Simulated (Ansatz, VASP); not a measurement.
## One calculation of Cu2H3, two programs

Contents of INCAR:

```
  PREC = Accurate
  ENCUT = 600
  EDIFF = 1E-6
  ISMEAR = 0
  SIGMA = 0.1
  LREAL = False
  LASPH = True
  NELM = 100
  ALGO = Normal
  ISIF = 3
  LWAVE = False
  LCHARG = False
  GGA = PE
  IBRION = 2
  NSW = 90
  EDIFFG = -0.04
```

File KPOINTS:

```
regular mesh
0
Gamma
  6 6 6
```

Contents of POSCAR:

```
Cu2H3
1.0
    3.5090258000      0.0000000000      0.0000000000
    0.0000000000      3.5090258000      0.0000000000
    0.0000000000      0.0000000000      3.5090258000
Cu H
2 3
Direct
    0.5000000000      0.5000000000      0.5000000000
    0.0000000000      0.0000000000      0.0000000000
    0.5000000000      0.0000000000      0.0000000000
    0.0000000000      0.5000000000      0.0000000000
    0.0000000000      0.0000000000      0.5000000000
```

Input for Ansatz:

```yaml
crystal:
  lattice:
    - [3.5090258, 0.0, 0.0]
    - [0.0, 3.5090258, 0.0]
    - [0.0, 0.0, 3.5090258]
  atoms:
    - { symbol: Cu, position: [0.5, 0.5, 0.5] }
    - { symbol: Cu, position: [0.0, 0.0, 0.0] }
    - { symbol: H, position: [0.5, 0.0, 0.0] }
    - { symbol: H, position: [0.0, 0.5, 0.0] }
    - { symbol: H, position: [0.0, 0.0, 0.5] }
basis:
  ecutwfc: 420
kpoints:
  mp_grid: { grid: [6, 6, 6] }
hamiltonian:
  xc: pbe
scf:
  occupations: { method: gaussian, width: 0.1 }
  lower_state_search: "off"
output:
  forces: true
  stress: true
  eigenvalues: true
relax:
  adjacent_minimum: "off"
  f_tol: 0.04
  max_steps: 70
  cell: { stress_tol: 0.4 }
```

Alike in both runs: task relaxation of cell and atoms; functional PBE; k mesh 6 × 6 × 6; occupations gaussian, width 0.1 eV; no spin polarisation.

|  | VASP | Ansatz |
| --- | --- | --- |
| version | VASP 6.6.1 | Ansatz 0.2.0 |
| potentials or method | VASP PAW PBE potentials, release 64 (Cu, H), cutoff 600 eV | scalar-relativistic, plane waves, PAW |
| valence electrons in the cell | 25 | 41 |

```csv
,VASP,Ansatz,Ansatz less VASP
"gap on the k mesh at the Fermi level, each at its own relaxed structure (eV)",none,none,-
relaxed volume (Å³/atom),7.51,7.47,-0.036
relaxed cell length with the largest relative difference (Å),3.348,3.343,-0.0054
```

A gap of «none» marks a metal or a gap that the smearing closes. VASP's potentials hold 25 valence electrons a cell and Ansatz's 41, so a difference there can come from the potentials and not from the codes.
